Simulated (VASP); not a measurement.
A run of VASP 6.6.1:

Contents of INCAR:

```
PREC = Accurate
ENCUT = 520
EDIFF = 1E-6
ISMEAR = 0
SIGMA = 0.15
LREAL = False
LASPH = True
NELM = 100
ALGO = Normal
ISIF = 2
LWAVE = False
LCHARG = False
GGA = PE
IVDW = 12
NBANDS = 11
```

The input KPOINTS:

```
Automatic mesh
0
Gamma
  21 21 12
```

Contents of POSCAR:

```
C
1.0
    2.4030435525      0.0000000000      0.0000000000
   -1.2015217762      2.0810967628      0.0000000000
    0.0000000000      0.0000000000      3.4826705289
C
2
Direct
    0.3333333333      0.6666666667      0.0000000000
    0.6666666667      0.3333333333      0.0000000000
```

Potentials or basis: VASP PAW PBE potentials, release 64 (C).

Run with:

```sh
$ cat potpaw_PBE.64/C/POTCAR > POTCAR
$ mpirun -np 1 vasp_std > vasp.out
```

Hardware: 1 thread of Intel(R) Xeon(R) 6975P-C (Granite Rapids), on a shared host.

Q: How long does it take, and how much memory?

A: It took 21 s on 1 thread of Intel(R) Xeon(R) 6975P-C (Granite Rapids), with other jobs on the host, peak memory 0.17 GiB. Counts: scf iterations 12, k points 336.
